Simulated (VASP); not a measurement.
Runs of VASP 6.6.1 on V. The structure is that of space group Fm-3m (No. 225), or close to it. The cells are those of the table. This isn't the form of V at room conditions, which is bcc.

```tsv
cell	gap on the mesh (eV)	pressure (GPa)	moment (μB)
a = 2.651 Å, angles 60.0°, 1 atom	none	9.1	0.00
a = 2.575 Å, angles 60.0°, 1 atom	none	31.5	0.00
a = 2.722 Å, angles 60.0°, 1 atom	none	-6.3	0.00
a = 2.757 Å, angles 60.0°, 1 atom	none	(b)	0.00
a = 2.613 Å, angles 60.0°, 1 atom	none	19.3	0.00
a = 2.790 Å, angles 60.0°, 1 atom	none	-16.7	0.00
a = 2.687 Å, angles 60.0°, 1 atom	none	(a)	0.00
```

Alike in all rows: task single point; level r2SCAN; potentials or basis VASP PAW PBE potentials, release 64 (V_sv); spin collinear, ferromagnetic start; k mesh 16 × 16 × 16; cutoff (eV) 520; smearing fermi-dirac 0.05 eV.

Q: Estimate the missing entries.

A: (a) 0.7; (b) -12.0.

Caveats: the moments typed at the start vanished in this run; the PAW data sets were made with another functional, which shifts forces and pressure a little; the cell stands under pressure (at least some runs); the cell stands under tension (at least some runs).

A gap of «none» marks levels without a gap at the run's occupations.
